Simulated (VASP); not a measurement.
The system is GaMo.

```
Ga Mo
1.0
     0.00000    2.61664    2.61664
     2.61664    0.00000    2.61664
     2.61664    2.61664    0.00000
Ga Mo
1 1
Direct
  0.00000 0.00000 0.00000
  0.50000 0.50000 0.50000
```

| Item | Value |
| --- | --- |
| Program | VASP 6.6.1 |
| Task | relaxation of cell and atoms |
| Functional | PBE |
| Potentials or basis | VASP PAW PBE potentials, release 64 (Ga_d, Mo_sv) |
| Cutoff | 600 eV |
| k mesh | 6 × 6 × 6 |
| Occupations | gaussian, width 0.2 eV |
| Spin | no spin polarisation |

At the start: pressure -7.7 GPa; volume 17.92 Å³/atom.

Question: Where does the relaxation end?

Answer: Over 3 steps the energy falls by 26.7 meV/atom and the volume is 16.88 Å³/atom (-5.8 %); space group Fm-3m (No. 225, to 0.05 Å).

Step by step:
| step | energy change (eV) | largest force (eV/Å) | pressure (GPa) | volume (Å³) |
| --- | --- | --- | --- | --- |
| 1 | 0.0000 | 0.0000 | -7.74 | 35.83 |
| 2 | 0.0216 | 0.0000 | 11.62 | 31.53 |
| 3 | -0.0535 | 0.0000 | -0.11 | 33.76 |

Final structure:
```cif
data_structure
_symmetry_space_group_name_H-M 'P 1'
_symmetry_Int_Tables_number 1
_cell_length_a 3.6279
_cell_length_b 3.6279
_cell_length_c 3.6279
_cell_angle_alpha 60.000
_cell_angle_beta 60.000
_cell_angle_gamma 60.000
_cell_volume 33.76
loop_
_atom_site_label
_atom_site_type_symbol
_atom_site_fract_x
_atom_site_fract_y
_atom_site_fract_z
_atom_site_occupancy
Ga1 Ga 0.00000 0.00000 0.00000 1
Mo1 Mo 0.50000 0.50000 0.50000 1
```
